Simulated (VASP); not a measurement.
# InSe (C2/m) in VASP: single point with PBE

Aim: the single point of InSe with PBE.

All numbers are computed with VASP 6.6.1; they aren't measurements. Logs are shortened: lines on timing, memory, paths and dates and some standing lists are left out, and cuts for length are marked.

### 1 The cell of the first run

It takes space group C2/m (No. 12, monoclinic). Conventional cell: a = 11.487 Å, b = 4.125 Å, c = 5.708 Å, α = 90.00°, β = 108.24°, γ = 90.00°. In (site symmetry m) has 3 Se at 2.69 to 2.72 Å and 3 In at 2.83 to 3.67 Å within 3.7 Å. Within 3.6 Å of Se (site symmetry m) lie 3 In at 2.69 to 2.72 Å.

### 2 Single point, PBE

File INCAR:

```
SYSTEM = InSe
PREC = Accurate ; ENCUT = 520
EDIFF = 1E-7 ; ISMEAR = 0
SIGMA = 0.05 ; LREAL = .FALSE.
LASPH = .TRUE. ; NELM = 100
ALGO = Normal ; ISIF = 2
LWAVE = .FALSE. ; LCHARG = .FALSE.
GGA = PE ; NBANDS = 48
KPAR = 8
```

File KPOINTS:

```
regular mesh
0
G
  8 8 8
  0 0 0
```

File POSCAR:

```
InSe
1.0
    0.0000000000     -4.1247581500      0.0000000000
   -5.7418854069     -2.0623790750      0.1306417556
   -2.4171919175     -2.0623790750    -10.7900958884
In Se
4 4
Direct
    0.8879009541      0.7508497943      0.4733482975
    0.8879009541      0.2508497943      0.9733482975
    0.1120990459      0.7491502057      0.0266517025
    0.1120990459      0.2491502057      0.5266517025
    0.6663292611      0.5149445862      0.1523968916
    0.6663292611      0.0149445862      0.6523968916
    0.3336707389      0.9850554138      0.3476031083
    0.3336707389      0.4850554139      0.8476031084
```

Potentials or basis: VASP PAW PBE potentials, release 64 (In_d, Se).

Command:

```bash
> cat potpaw_PBE.64/In_d/POTCAR potpaw_PBE.64/Se/POTCAR > POTCAR
> mpirun -np 8 vasp_std > vasp.out
```

OUTCAR:

```text
SYSTEM = InSe
   PREC = Accurate
   ENCUT = 520
   EDIFF = 1E-7
   ISMEAR = 0
   LREAL = .FALSE.
   LASPH = .TRUE.
   NELM = 100
   ISIF = 2
   GGA = PE

 ion  position               nearest neighbor table
   1  0.888  0.751  0.473-   7 2.69   7 2.69   6 2.72   4 2.83   4 3.67   4 3.67
   2  0.888  0.251  0.973-   8 2.69   8 2.69   5 2.72   3 2.83   3 3.67   3 3.67
   3  0.112  0.749  0.027-   5 2.69   5 2.69   8 2.72   2 2.83   2 3.67   2 3.67
   4  0.112  0.249  0.527-   6 2.69   6 2.69   7 2.72   1 2.83   1 3.67   1 3.67
   5  0.666  0.515  0.152-   3 2.69   3 2.69   2 2.72
   6  0.666  0.015  0.652-   4 2.69   4 2.69   1 2.72
   7  0.334  0.985  0.348-   1 2.69   1 2.69   4 2.72
   8  0.334  0.485  0.848-   2 2.69   2 2.69   3 2.72

  LATTYP: Found a base centered monoclinic cell.
 ALAT       =    11.4867428446
 B/A-ratio  =     0.3590885777
 C/A-ratio  =     0.9938071898
 COS(beta)  =    -0.3129261488

  Lattice vectors:

 A1 = (  -5.7418854069,  -2.0623790750,   0.1306417556)
 A2 = (  -5.7418854069,   2.0623790750,   0.1306417556)
 A3 = (   3.3246934894,   0.0000000000, -10.9207376440)

Analysis of symmetry for initial positions (statically):
=====================================================================
 Subroutine PRICEL returns following result:

  LATTYP: Found a base centered monoclinic cell.
 ALAT       =    11.4867428446
 B/A-ratio  =     0.3590885777
 C/A-ratio  =     0.4969035949
 COS(beta)  =    -0.3129261488

  Lattice vectors:

 A1 = (  -5.7418854069,  -2.0623790750,   0.1306417556)
 A2 = (  -5.7418854069,   2.0623790750,   0.1306417556)
 A3 = (   1.6623467447,   0.0000000000,  -5.4603688220)

   2 primitive cells build up your supercell.

 Routine SETGRP: Setting up the symmetry group for a
 base centered monoclinic supercell.

 Subroutine GETGRP returns: Found  4 space group operations
 (whereof  4 operations were pure point group operations)
 out of a pool of  4 trial point group operations.

The static configuration has the point symmetry C_2h.

Analysis of symmetry for dynamics (positions and initial velocities):
=====================================================================
 Subroutine PRICEL returns following result:

  LATTYP: Found a base centered monoclinic cell.
 ALAT       =    11.4867428446
 B/A-ratio  =     0.3590885777
 C/A-ratio  =     0.4969035949
 COS(beta)  =    -0.3129261488

  Lattice vectors:

 A1 = (  -5.7418854069,  -2.0623790750,   0.1306417556)
 A2 = (  -5.7418854069,   2.0623790750,   0.1306417556)
 A3 = (   1.6623467447,   0.0000000000,  -5.4603688220)

   2 primitive cells build up your supercell.

 Routine SETGRP: Setting up the symmetry group for a
 base centered monoclinic supercell.

 Subroutine GETGRP returns: Found  4 space group operations
 (whereof  4 operations were pure point group operations)
 out of a pool of  4 trial point group operations.

The dynamic configuration has the point symmetry C_2h.

 Subroutine INISYM returns: Found  4 space group operations
 (whereof  4 operations are pure point group operations),
 and found     2 'primitive' translations

----------------------------------------------------------------------------------------

                                     Primitive cell

  volume of cell :     128.4270

  direct lattice vectors                    reciprocal lattice vectors
    -5.741885407 -2.062379075  0.130641756    -0.087686792 -0.242438457 -0.026695240
    -5.741885407  2.062379075  0.130641756    -0.087686792  0.242438457 -0.026695240
     1.662346745  0.000000000 -5.460368822    -0.004195891  0.000000000 -0.184415203

  length of vectors
     6.102435804  6.102435804  5.707803813     0.259187219  0.259187219  0.184462930

  position of ions in fractional coordinates (direct lattice)
     0.112099046  0.112099046  0.946696595
     0.887900954  0.887900954  0.053303405
     0.333670739  0.333670739  0.304793783
     0.666329261  0.666329261  0.695206217

  ion indices of the primitive-cell ions
   primitive index   ion index
                 1           1
                 2           3
                 3           6
                 4           7

----------------------------------------------------------------------------------------

 KPOINTS: regular mesh

Automatic generation of k-mesh.
 Grid dimensions read from file:
 generate k-points for:    8    8    8

 Generating k-lattice:

  Cartesian coordinates                     Fractional coordinates (reciprocal lattice)
     0.010960849 -0.030304807  0.003336905     0.125000000 -0.000000000 -0.000000000
    -0.021659455  0.000000000  0.004852140     0.000000000  0.125000000  0.000000000
    -0.000262243  0.000000000 -0.011525950     0.000000000  0.000000000  0.125000000

  Length of vectors
     0.032398402  0.022196289  0.011528933

  Shift w.r.t. Gamma in fractional coordinates (k-lattice)
     0.000000000  0.000000000  0.000000000

 Subroutine IBZKPT returns following result:
 ===========================================

 Found    150 irreducible k-points:

 Following reciprocal coordinates:
            Coordinates               Weight
  0.000000  0.000000  0.000000      1.000000
  0.125000  0.000000  0.000000      4.000000
  0.250000  0.000000  0.000000      4.000000
  0.375000  0.000000 -0.000000      4.000000
  0.500000  0.000000  0.000000      2.000000
  0.000000  0.125000 -0.000000      2.000000
[... 16 lines left out ...]
  0.125000  0.375000 -0.000000      4.000000
  0.250000  0.375000  0.000000      4.000000
 [... further k-points ...]
   k-points           NKPTS =    150   k-points in BZ     NKDIM =    150   number of bands    NBANDS=     48
   number of dos      NEDOS =    301   number of ions     NIONS =      8
   total plane-waves  NPLWV = 129024
   dimension x,y,z NGX =    32 NGY =   48 NGZ =   84
   dimension x,y,z NGXF=    64 NGYF=   96 NGZF=  168
   ions per type =               4   4
   NGX,Y,Z   is equivalent  to a cutoff of  12.90, 13.08, 12.41 a.u.
   NGXF,Y,Z  is equivalent  to a cutoff of  25.79, 26.15, 24.83 a.u.
 SYSTEM =  InSe
   PREC   = accura    normal or accurate (medium, high low for compatibility)
   ISTART =      0    job   : 0-new  1-cont  2-samecut
   ICHARG =      2    charge: 1-file 2-atom 10-const
   ISPIN  =      1    spin polarized calculation?
   LNONCOLLINEAR =      F non collinear calculations
   LSORBIT =      F    spin-orbit coupling
   LASPH  =      T    aspherical Exc in radial PAW
   ENCUT  =  520.0 eV  38.22 Ry    6.18 a.u.   7.67 11.35 20.91*2*pi/ulx,y,z
   NELM   =    100;   NELMIN=  2; NELMDL= -5     # of ELM steps
   EDIFF  = 0.1E-06   stopping-criterion for ELM
   LREAL  =      F    real-space projection
   EDIFFG = 0.1E-05   stopping-criterion for IOM
   NSW    =      0    number of steps for IOM
   IBRION =     -1    ionic relax: 0-MD 1-quasi-New 2-CG
   NFREE  =      0    steps in history (QN), initial steepest desc. (CG)
   ISIF   =      2    stress and relaxation
   ISYM   =      2    0-nonsym 1-usesym 2-fastsym
   POTIM  = 0.5000    time-step for ionic-motion
   TEBEG  =    0.0;   TEEND  =   0.0 temperature during run
   PSTRESS=    0.0 pullay stress
   NELECT =      76.0000    total number of electrons
   NUPDOWN=      -1.0000    fix difference up-down
   EMIN   =  10.00;   EMAX   =-10.00  energy-range for DOS
   EFERMI =   0.00;   METHOD = LEGACY
   ISMEAR =     0;   SIGMA  =   0.05  broadening in eV -4-tet -1-fermi 0-gaus
   EFERMI_NEDOS =   21; number of points for ismear=-14 and -15
   IALGO  =     38    algorithm
   IMIX   =      4    mixing-type and parameters
     AMIX     =   0.40;   BMIX     =  1.00
     AMIX_MAG =   1.60;   BMIX_MAG =  1.00
  volume/ion in A,a.u.               =      32.11       216.67
  Fermi-wavevector in a.u.,A,eV,Ry     =   1.090897  2.061497 16.191712  1.190057
  Thomas-Fermi vector in A             =   2.227132
   LORBIT       =      0    0 simple, 1 ext, 2 COOP (PROOUT), +10 PAW based schemes
   GGA     = PE    functional components
   LHFCALC =     F    Hartree Fock is set to
   AEXX    =    0.0000 exact exchange contribution
   IVDW    =     0    specifies the selected vdW correction
   LEPSILON=     F    determine dielectric tensor
   LRPA    =     F    only Hartree local field effects (RPA)
 non-spin polarized calculation
 Gauss-broadening in eV      SIGMA  =   0.05
  energy-cutoff  :      520.00
  volume of cell :      256.85
 maximum number of plane-waves:      6950
   NGX = 15   NGY = 23   NGZ = 41

 number of electron      76.0000013 magnetization

 Free energy of the ion-electron system (eV)
  ---------------------------------------------------
  ext. energy  EPLUGINS =         0.00000000
  ---------------------------------------------------
  free energy    TOTEN  =       -28.17210045 eV

  energy without entropy =      -28.17210045  energy(sigma->0) =      -28.17210045

 E-fermi :   3.2660     XC(G=0):  -8.4407

 val. band max:        3.0611859757   @ k =   0.0000   0.5000   0.5000
 cond. band min:       4.1263809787   @ k =   0.0000   0.3750  -0.0000
 fundamental gap:      1.0651950031
 Fermi energy:         3.2660291209

 k-point     1 :       0.0000    0.0000    0.0000
  band No.  band energies     occupation
      1     -11.5290      2.00000
      2     -11.5180      2.00000
      3     -11.4146      2.00000
      4     -11.4128      2.00000
      5     -11.2536      2.00000
      6     -11.2534      2.00000
[... 40 lines left out ...]
     47       8.4760      0.00000
     48       8.4971      0.00000

 k-point     2 :       0.1250    0.0000    0.0000
  band No.  band energies     occupation
      1     -11.5265      2.00000
      2     -11.5150      2.00000
      3     -11.4139      2.00000
      4     -11.4122      2.00000
      5     -11.2978      2.00000
      6     -11.2950      2.00000
[... 40 lines left out ...]
     47       8.5142      0.00000
     48       8.6109      0.00000

 k-point     3 :       0.2500    0.0000    0.0000
  band No.  band energies     occupation
      1     -11.5222      2.00000
      2     -11.5118      2.00000
      3     -11.4121      2.00000
      4     -11.4109      2.00000
      5     -11.3720      2.00000
      6     -11.3691      2.00000
[... 40 lines left out ...]
     47       8.3477      0.00000
     48       8.3528      0.00000

 k-point     4 :       0.3750    0.0000   -0.0000
  band No.  band energies     occupation
      1     -11.5233      2.00000
      2     -11.5213      2.00000
      3     -11.4251      2.00000
      4     -11.4158      2.00000
      5     -11.4097      2.00000
      6     -11.4094      2.00000
[... 958 lines left out ...]
     47       7.9743      0.00000
     48       8.3623      0.00000

 k-point    23 :       0.1250    0.3750   -0.0000
  band No.  band energies     occupation
      1     -11.4995      2.00000
      2     -11.4948      2.00000
      3     -11.4187      2.00000
      4     -11.4180      2.00000
      5     -11.2973      2.00000
      6     -11.2961      2.00000
[... 40 lines left out ...]
     47       8.2063      0.00000
     48       8.4142      0.00000

 k-point    24 :       0.2500    0.3750    0.0000
  band No.  band energies     occupation
      1     -11.5189      2.00000
      2     -11.5114      2.00000
      3     -11.4146      2.00000
      4     -11.4140      2.00000
      5     -11.3506      2.00000
      6     -11.3444      2.00000
[... 40 lines left out ...]
     47       8.0774      0.00000
     48       8.4957      0.00000

 [... further k-points ...]

------------------------ aborting loop because EDIFF is reached ----------------------------------------

  FORCE on cell =-STRESS in cart. coord.  units (eV):
  Direction    XX          YY          ZZ          XY          YZ          ZX
  --------------------------------------------------------------------------------------
  -------------------------------------------------------------------------------------
  Total        0.0530249      0.0511686      0.0779290      0.0000000      0.0000000     -0.0001926
  in kB        0.3307532      0.3191743      0.4860978      0.0000000      0.0000000     -0.0012012
  external PRESSURE =       0.3786751 kB  Pullay stress =       0.0000000 kB

 VOLUME and BASIS-vectors are now :
 -----------------------------------------------------------------------------
  energy-cutoff  :      520.00
  volume of cell :      256.85
      direct lattice vectors                 reciprocal lattice vectors
     0.000000000 -4.124758150  0.000000000     0.087686792 -0.242438457  0.026695240
    -5.741885407 -2.062379075  0.130641756    -0.173275639  0.000000000  0.038817123
    -2.417191917 -2.062379075-10.790095888    -0.002097946  0.000000000 -0.092207602

 POSITION                                       TOTAL-FORCE (eV/Angst)
 -----------------------------------------------------------------------------------
     -5.45547     -6.18714     -5.00938         0.014250      0.000000     -0.002859
     -3.79312     -6.18714    -10.46975         0.014250     -0.000000     -0.002859
     -4.36596     -2.06238     -0.18970        -0.014250      0.000000      0.002859
     -2.70361     -2.06238     -5.65007        -0.014250     -0.000000      0.002859
     -3.32513     -4.12476     -1.57710         0.001809     -0.000000     -0.010876
     -1.66278     -4.12476     -7.03747         0.001809     -0.000000     -0.010876
     -6.49630     -4.12476     -3.62198        -0.001809     -0.000000      0.010876
     -4.83395     -4.12476     -9.08235        -0.001809      0.000000      0.010876
 -----------------------------------------------------------------------------------
    total drift:                                0.000000     -0.000000     -0.000000

  FREE ENERGIE OF THE ION-ELECTRON SYSTEM (eV)
  ---------------------------------------------------
  free  energy   TOTEN  =       -28.1721004529 eV

  energy  without entropy=      -28.1721004529  energy(sigma->0) =      -28.17210045
```

It took 9.6 min on 8 MPI ranks of Intel Xeon Platinum 8259CL at 2.50GHz (Skylake/Cascade Lake), shared host; peak memory 1.4 GiB.

What came out:

- Free energy: -28.1721 eV
- Pressure: 0.0 GPa
- Largest force: 0.015 eV/Å
- Band gap on the k mesh: 1.07 eV

Forces in eV/Å, atoms in the order of the input:
```
In   0.014  0.000 -0.003
In   0.014  0.000 -0.003
In  -0.014  0.000  0.003
In  -0.014  0.000  0.003
Se   0.002  0.000 -0.011
Se   0.002  0.000 -0.011
Se  -0.002  0.000  0.011
Se  -0.002  0.000  0.011
```

Caveat: spin-orbit coupling is left out, which moves the levels of the heavy elements.
